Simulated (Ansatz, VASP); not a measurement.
**One calculation of Sn, two programs**

```xyz
1
Lattice="2.1290 1.2292 1.8703 -2.1290 1.2292 1.8703 0.0000 -2.4584 1.8703" Properties=species:S:1:pos:R:3 pbc="T T T"
Sn    0.0000    0.0000    2.8054
```

Alike in both runs: functional PBE; k mesh 15 × 15 × 15; occupations gaussian, width 0.1 eV; no spin polarisation.

Ansatz relaxed the structure, and its values are those at the end. VASP's run is a single point on that final structure, the one shown.

|  | VASP | Ansatz |
| --- | --- | --- |
| version | VASP 6.6.1 | Ansatz 0.2.0 |
| potentials or method | VASP PAW PBE potentials, release 64 (Sn_d), cutoff 520 eV | scalar-relativistic, plane waves, PAW |
| valence electrons in the cell | 14 | 14 |

|  | VASP | Ansatz | Ansatz less VASP |
| --- | --- | --- | --- |
| gap on the k mesh at the Fermi level (eV) | none | none | - |
| pressure (GPa) | 0.0 | 0.0 | +0.01 |

A gap of «none» marks a metal or a gap that the smearing closes.
